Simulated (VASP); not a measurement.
Input of a VASP 6.6.1 run:

POSCAR

```
Sr2SeO
1.0
    2.0061387419      1.1582447427      6.6924405981
   -2.0061387419      1.1582447427      6.6924405981
    0.0000000000     -2.3164894853      6.6924405981
O Se Sr
1 1 2
Direct
    1.0000000000      0.0000000000      0.0000000000
    0.5000000000      0.5000000000      0.5000000000
    0.2634092756      0.2634092756      0.2634092756
    0.7365907244      0.7365907244      0.7365907244
```

File INCAR.step1:

```
ALGO     = Normal         # electronic algorithm
EDIFF    = 1E-4           # SCF threshold, eV
ENCUT    = 520            # plane-wave cutoff, eV
GGA      = PE             # functional
ISMEAR   = 0              # smearing method
LASPH    = T              # aspherical terms in the spheres
LCHARG   = F              # write CHGCAR
LREAL    = F              # projectors in reciprocal space
LWAVE    = T              # write WAVECAR
NBANDS   = 24             # bands
NELM     = 100            # most SCF steps
PREC     = Accurate       # precision mode
SIGMA    = 0.01           # smearing width, eV
```

File INCAR.step2:

```
ALGO     = Normal         # electronic algorithm
EDIFF    = 1E-6           # SCF threshold, eV
ENCUT    = 520            # plane-wave cutoff, eV
ISIF     = 2              # what is computed and relaxed
ISMEAR   = 0              # smearing method
ISTART   = 1            
LASPH    = T              # aspherical terms in the spheres
LCHARG   = F              # write CHGCAR
LMIXTAU  = T            
LREAL    = F              # projectors in reciprocal space
LWAVE    = F              # write WAVECAR
METAGGA  = R2SCAN         # meta-GGA
NBANDS   = 24             # bands
NELM     = 100            # most SCF steps
PREC     = Accurate       # precision mode
SIGMA    = 0.01           # smearing width, eV
```

File KPOINTS:

```
k-points
0
Gamma
  8 8 8
```

Potentials or basis: VASP PAW PBE potentials, release 64 (O, Se, Sr_sv).

Command:

```console
$ cat potpaw_PBE.64/O/POTCAR potpaw_PBE.64/Se/POTCAR potpaw_PBE.64/Sr_sv/POTCAR > POTCAR
$ cp INCAR.step1 INCAR
$ mpirun -np 1 vasp_std > vasp.out
$ cp INCAR.step2 INCAR
$ mpirun -np 1 vasp_std > vasp.out
```

Estimate the largest force.

0.008 eV/Å.

Estimate the band gap on the k mesh.

2.35 eV (least direct gap 2.90 eV).

What does it give for the pressure?

0.2 GPa.

Forces in eV/Å, atoms in the order of the input:
```
O    0.000  0.000  0.000
Se   0.000  0.000  0.000
Sr   0.000  0.000 -0.008
Sr   0.000  0.000  0.008
```

Caveat: the PAW data sets were made with another functional, which shifts forces and pressure a little. A k mesh can miss the band edges.
